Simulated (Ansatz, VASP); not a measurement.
## HfZr2Te6 in VASP and in Ansatz

```
Zr Hf Te
1.0
     3.44682    1.99002    7.10349
    -3.44682    1.99002    7.10349
     0.00000   -3.98004    7.10349
Zr Hf Te
2 1 6
Cartesian
  0.0000 0.0000 14.2074
  0.0000 0.0000 7.1030
  0.0000 0.0000 0.0000
  1.1415 -2.0025 8.8904
  1.1635 1.9898 8.8904
  -2.3050 0.0127 8.8904
  -1.1635 -1.9898 12.4201
  -1.1415 2.0025 12.4201
  2.3050 -0.0127 12.4201
```

Alike in both runs: functional PBE; k mesh 6 × 6 × 6; occupations gaussian, width 0.1 eV; no spin polarisation.

Ansatz relaxed the structure, and its values are those at the end. VASP's run is a single point on that final structure, the one shown.

|  | VASP | Ansatz |
| --- | --- | --- |
| version | VASP 6.6.1 | Ansatz 0.2.0 |
| potentials or method | VASP PAW PBE potentials, release 64 (Zr_sv, Hf_pv, Te), cutoff 520 eV | scalar-relativistic, plane waves, PAW |
| valence electrons in the cell | 70 | 146 |

```tsv
	VASP	Ansatz	Ansatz less VASP
gap on the k mesh at the Fermi level (eV)	none	none	-
pressure (GPa)	0.0	0.0	+0.04
rms of the force components (eV/Å)	0.008	0.001	-0.0070
```

A gap of «none» marks a metal or a gap that the smearing closes. With one functional, cell and mesh, what is left measures potentials, basis and numerics. VASP's potentials hold 70 valence electrons a cell and Ansatz's 146, so a difference there can come from the potentials and not from the codes.

Spin-orbit coupling is off throughout.
